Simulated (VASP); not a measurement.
# Ge2Sb2Te5 (P-3m1) in VASP: further runs, part 2 of 2

VASP 6.6.1.

**3. Single point, PBE**

This run uses another cell than the first one, of 26.91 Å³/atom.

Input file INCAR:

```
SYSTEM = Ge2Sb2Te5
PREC = Accurate
ENCUT = 520
EDIFF = 1E-6
ISMEAR = 0
SIGMA = 0.03
LREAL = .False.
LASPH = .True.
NELM = 80
ALGO = Normal
ISIF = 2
LWAVE = .False.
LCHARG = .False.
GGA = PE
NBANDS = 44
```

Input file KPOINTS:

```
regular mesh
0
Gamma
  9 9 2
  0 0 0
```

Input file POSCAR:

```
Ge2Sb2Te5
1.0
    3.9655000000      0.0000000000      0.0000000000
   -1.9827500000      3.4342237387      0.0000000000
    0.0000000000      0.0000000000     17.7851000000
Ge Sb Te
2 2 5
Direct
    0.0000000000      0.0000000000      0.3314713560
    0.0000000000      0.0000000000      0.6685286440
    0.3333333333      0.6666666667      0.1121550832
    0.6666666667      0.3333333333      0.8878449168
    0.0000000000      0.0000000000      0.0000000000
    0.3333333333      0.6666666667      0.7913602895
    0.6666666667      0.3333333333      0.2086397105
    0.3333333333      0.6666666667      0.4097504733
    0.6666666667      0.3333333333      0.5902495267
```

Potentials or basis: VASP PAW PBE potentials, release 64 (Ge_d, Sb, Te).

Command:

```bash
cat potpaw_PBE.64/Ge_d/POTCAR potpaw_PBE.64/Sb/POTCAR potpaw_PBE.64/Te/POTCAR > POTCAR
mpirun -np 1 vasp_std > vasp.out
```

OUTCAR:

```text
SYSTEM = Ge2Sb2Te5
   PREC = Accurate
   ENCUT = 520
   EDIFF = 1E-6
   ISMEAR = 0
   LREAL = .False.
   LASPH = .True.
   NELM = 80
   ISIF = 2
   GGA = PE

 ion  position               nearest neighbor table
   1  0.000  0.000  0.331-   8 2.68   8 2.68   8 2.68   7 3.16   7 3.16   7 3.16
   2  0.000  0.000  0.669-   9 2.68   9 2.68   9 2.68   6 3.16   6 3.16   6 3.16
   3  0.333  0.667  0.112-   7 2.86   7 2.86   7 2.86   5 3.04   5 3.04   5 3.04
   4  0.667  0.333  0.888-   6 2.86   6 2.86   6 2.86   5 3.04   5 3.04   5 3.04
   5  0.000  0.000  0.000-   3 3.04   4 3.04   3 3.04   4 3.04   4 3.04   3 3.04
   6  0.333  0.667  0.791-   4 2.86   4 2.86   4 2.86   2 3.16   2 3.16   2 3.16
[... 1345 lines left out ...]
  external PRESSURE =     106.8004017 kB  Pullay stress =       0.0000000 kB

 VOLUME and BASIS-vectors are now :
 -----------------------------------------------------------------------------
  energy-cutoff  :      520.00
  volume of cell :      242.20
      direct lattice vectors                 reciprocal lattice vectors
     3.965500000  0.000000000  0.000000000     0.252175009  0.145593310  0.000000000
    -1.982750000  3.434223739  0.000000000     0.000000000  0.291186619  0.000000000
     0.000000000  0.000000000 17.785100000     0.000000000  0.000000000  0.056226842

 POSITION                                       TOTAL-FORCE (eV/Angst)
 -----------------------------------------------------------------------------------
      0.00000      0.00000      5.89525         0.000000      0.000000     -0.844796
      0.00000      0.00000     11.88985         0.000000      0.000000      0.844796
     -0.00000      2.28948      1.99469         0.000000      0.000000     -0.594345
      1.98275      1.14474     15.79041         0.000000     -0.000000      0.594345
      0.00000      0.00000      0.00000        -0.000000      0.000000      0.000000
     -0.00000      2.28948     14.07442         0.000000     -0.000000     -1.267826
      1.98275      1.14474      3.71068        -0.000000      0.000000      1.267826
     -0.00000      2.28948      7.28745         0.000000     -0.000000      1.043620
      1.98275      1.14474     10.49765        -0.000000      0.000000     -1.043620
 -----------------------------------------------------------------------------------
    total drift:                               -0.000000     -0.000000      0.000000

  FREE ENERGIE OF THE ION-ELECTRON SYSTEM (eV)
  ---------------------------------------------------
  free  energy   TOTEN  =       -32.5527145295 eV

  energy  without entropy=      -32.5511484670  energy(sigma->0) =      -32.55193150
```

OSZICAR:

```text
N       E                     dE             d eps       ncg     rms          rms(c)
DAV:   1     0.621527500114E+03    0.62153E+03   -0.27650E+04  2696   0.217E+03
DAV:   2     0.711972642925E+02   -0.55033E+03   -0.52738E+03  2248   0.628E+02
DAV:   3    -0.260017917974E+02   -0.97199E+02   -0.93587E+02  2508   0.156E+02
DAV:   4    -0.325225987814E+02   -0.65208E+01   -0.64420E+01  2544   0.475E+01
DAV:   5    -0.327526710168E+02   -0.23007E+00   -0.22936E+00  2980   0.924E+00    0.151E+01
DAV:   6    -0.326023165930E+02    0.15035E+00   -0.77347E-01  2976   0.430E+00    0.104E+01
DAV:   7    -0.329802838561E+02   -0.37797E+00   -0.28578E+00  2872   0.697E+00    0.212E+00
DAV:   8    -0.325442315006E+02    0.43605E+00   -0.14895E+00  2844   0.570E+00    0.668E-01
DAV:   9    -0.325541718324E+02   -0.99403E-02   -0.17174E-01  2420   0.137E+00    0.589E-01
DAV:  10    -0.325534090322E+02    0.76280E-03   -0.11505E-02  2824   0.443E-01    0.451E-01
DAV:  11    -0.325527607507E+02    0.64828E-03   -0.20406E-03  2588   0.197E-01    0.261E-01
DAV:  12    -0.325528116474E+02   -0.50897E-04   -0.58479E-04  2612   0.894E-02    0.119E-01
DAV:  13    -0.325527256889E+02    0.85958E-04   -0.21563E-04  2688   0.577E-02    0.848E-02
DAV:  14    -0.325527120645E+02    0.13624E-04   -0.21532E-04  2832   0.666E-02    0.515E-02
DAV:  15    -0.325527153581E+02   -0.32936E-05   -0.51785E-05  2212   0.303E-02    0.378E-02
DAV:  16    -0.325527145295E+02    0.82855E-06   -0.30676E-06  2268   0.987E-03
   1 F= -.32552715E+02 E0= -.32551931E+02  d E =-.156606E-02
```

stdout:

```text
POSCAR found type information on POSCAR GeSbTe
 POSCAR found :  3 types and       9 ions
 scaLAPACK will be used
 LDA part: xc-table for (Slater+PW92), standard interpolation
 POSCAR, INCAR and KPOINTS ok, starting setup
 FFT: planning ... GRIDC
 FFT: planning ... GRID_SOFT
 FFT: planning ... GRID
 WAVECAR not read
 entering main loop
```

Wall time 2.6 min (1 thread of AMD EPYC 9R45 (Zen 5), shared host); peak memory 0.45 GiB.

What came out:

| Item | Value |
| --- | --- |
| Free energy | -32.5527 eV |
| Pressure | 10.7 GPa |
| Largest force | 1.268 eV/Å |
| Band gap on the k mesh | zero (bands 34 and 35 overlap by 0.36 eV) |

Forces on the atoms (eV/Å):
```
Ge   0.000  0.000 -0.845
Ge   0.000  0.000  0.845
Sb   0.000  0.000 -0.594
Sb   0.000  0.000  0.594
Te   0.000  0.000  0.000
Te   0.000  0.000 -1.268
Te   0.000  0.000  1.268
Te   0.000  0.000  1.044
Te   0.000  0.000 -1.044
```

Caveat: the cell stands under pressure; spin-orbit coupling is left out, which moves the levels of the heavy elements; this functional lacks dispersion, which binds the layers, so the pressure and a relaxed spacing across them are unreliable; forces of over 1 eV/Å act on the atoms, so gaps and moduli don't describe the material at rest.

**4. Single point, PBE**

This run uses another cell than the first one, of 27.32 Å³/atom.

Input file INCAR:

```
  PREC = Accurate
  ENCUT = 520
  EDIFF = 1E-7
  ISMEAR = 0
  SIGMA = 0.03
  LREAL = False
  LASPH = True
  NELM = 60
  ALGO = Normal
  ISIF = 2
  LWAVE = False
  LCHARG = False
  GGA = PE
  NBANDS = 44
```

Input file KPOINTS:

```
Automatic mesh
0
Gamma
  9 9 2
```

POSCAR, as its differences from that of step 3:

```diff
@@ -2,5 +2,5 @@
 1.0
-    3.9655000000      0.0000000000      0.0000000000
-   -1.9827500000      3.4342237387      0.0000000000
-    0.0000000000      0.0000000000     17.7851000000
+    4.0650000000      0.0000000000      0.0000000000
+   -2.0325000000      3.5203932664      0.0000000000
+    0.0000000000      0.0000000000     17.1822000000
 Ge Sb Te
```

Command:

```bash
cat potpaw_PBE.64/Ge_d/POTCAR potpaw_PBE.64/Sb/POTCAR potpaw_PBE.64/Te/POTCAR > POTCAR
mpirun -np 1 vasp_std > vasp.out
```

It took 4.3 min on 1 thread of AMD EPYC 9R45 (Zen 5), shared host; peak memory 0.44 GiB.

It converged, with:

- Free energy: -32.8573 eV
- Pressure: 9.4 GPa
- Largest force: 1.150 eV/Å
- Band gap on the k mesh: zero (filled and empty bands overlap)

Forces in eV/Å, atoms in the order of the input:
```
Ge   0.000  0.000 -0.748
Ge   0.000  0.000  0.748
Sb   0.000  0.000 -0.446
Sb   0.000  0.000  0.446
Te   0.000  0.000  0.000
Te   0.000  0.000 -1.150
Te   0.000  0.000  1.150
Te   0.000  0.000  0.977
Te   0.000  0.000 -0.977
```

Stress tensor (GPa, compression positive):
```
9.49 0.00 0.00
0.00 9.49 0.00
0.00 0.00 9.11
```

Levels at points of the mesh, in eV from the Fermi level:
```
           k point  band 31  band 32  band 33  band 34  band 35  band 36  band 37  band 38
(0.00, 0.00, 0.00)    -1.75    -1.11    -0.96    -0.02     0.00     0.00     0.20     1.01
(0.00, 0.00, 0.50)    -1.65    -1.65    -0.82    -0.03     0.02     0.02     0.20     0.93
```

Caveat: the cell stands under pressure; spin-orbit coupling is left out, which moves the levels of the heavy elements; this functional lacks dispersion, which binds the layers, so the pressure and a relaxed spacing across them are unreliable; forces of over 1 eV/Å act on the atoms, so gaps and moduli don't describe the material at rest.

**5. Single point, PBE**

This run uses another cell than the first one, of 27.37 Å³/atom.

Input file INCAR:

```
SYSTEM = Ge2Sb2Te5
PREC = Accurate ; ENCUT = 520
EDIFF = 1E-6 ; ISMEAR = 0
SIGMA = 0.03 ; LREAL = .False.
LASPH = .True. ; NELM = 60
ALGO = Normal ; ISIF = 2
LWAVE = .False. ; LCHARG = .False.
GGA = PE ; NBANDS = 44
```

Input file KPOINTS:

```
Automatic mesh
0
Gamma
  9 9 2
  0 0 0
```

POSCAR, as its differences from that of step 4:

```diff
@@ -2,5 +2,5 @@
 1.0
-    4.0650000000      0.0000000000      0.0000000000
-   -2.0325000000      3.5203932664      0.0000000000
-    0.0000000000      0.0000000000     17.1822000000
+    3.9655000000      0.0000000000      0.0000000000
+   -1.9827500000      3.4342237387      0.0000000000
+    0.0000000000      0.0000000000     18.0865499662
 Ge Sb Te
```

Command:

```bash
cat potpaw_PBE.64/Ge_d/POTCAR potpaw_PBE.64/Sb/POTCAR potpaw_PBE.64/Te/POTCAR > POTCAR
mpirun -np 1 vasp_std > vasp.out
```

It took 3.1 min on 1 thread of AMD EPYC 9R45 (Zen 5), shared host; peak memory 0.45 GiB.

The run converged. Its results:

| Item | Value |
| --- | --- |
| Free energy | -32.7716 eV |
| Pressure | 9.2 GPa |
| Largest force | 1.081 eV/Å |
| Band gap on the k mesh | zero (bands 34 and 35 overlap by 0.50 eV) |

Forces in eV/Å, atoms in the order of the input:
```
Ge   0.000  0.000 -0.730
Ge   0.000  0.000  0.730
Sb   0.000  0.000 -0.562
Sb   0.000  0.000  0.562
Te   0.000  0.000  0.000
Te   0.000  0.000 -1.081
Te   0.000  0.000  1.081
Te   0.000  0.000  0.889
Te   0.000  0.000 -0.889
```

Stress tensor (GPa, compression positive):
```
9.95 0.00 0.00
0.00 9.95 0.00
0.00 0.00 7.66
```

Levels at points of the mesh, in eV from the Fermi level:
```csv
k point,band 30,band 31,band 32,band 33,band 34,band 35,band 36,band 37,band 38,band 39
"(0.00, 0.00, 0.00)",-1.30,-1.30,-0.77,-0.66,0.40,0.43,0.43,0.53,1.31,1.31
"(0.00, 0.00, 0.50)",-1.54,-1.31,-1.31,-0.29,0.31,0.45,0.45,0.57,1.26,1.26
```

Caveat: the cell stands under pressure; spin-orbit coupling is left out, which moves the levels of the heavy elements; this functional lacks dispersion, which binds the layers, so the pressure and a relaxed spacing across them are unreliable; forces of over 1 eV/Å act on the atoms, so gaps and moduli don't describe the material at rest.

**6. Summary**

```tsv
cell	gap on the mesh (eV)	pressure (GPa)	largest force (eV/Å)
a = 3.966, b = 3.965, c = 17.484 Å, angles 90.0, 90.0, 120.0°, 9 atoms	none	12.3	1.44
a = 3.966, b = 3.965, c = 17.785 Å, angles 90.0, 90.0, 120.0°, 9 atoms	none	10.7	1.27
a = 4.065, b = 4.065, c = 17.182 Å, angles 90.0, 90.0, 120.0°, 9 atoms	none	9.4	1.15
a = 3.966, b = 3.965, c = 18.087 Å, angles 90.0, 90.0, 120.0°, 9 atoms	none	9.2	1.08
```

Alike in all rows: task single point; level PBE; potentials or basis VASP PAW PBE potentials, release 64 (Ge_d, Sb, Te); no spin polarisation; k mesh 9 × 9 × 2; cutoff (eV) 520; smearing gaussian 0.03 eV.

Caveats: the cell stands under pressure; spin-orbit coupling is left out, which moves the levels of the heavy elements; this functional lacks dispersion, which binds the layers, so the pressure and a relaxed spacing across them are unreliable; forces of over 1 eV/Å act on the atoms, so gaps and moduli don't describe the material at rest.

Absolute energies hang on the potentials; compare differences alone.
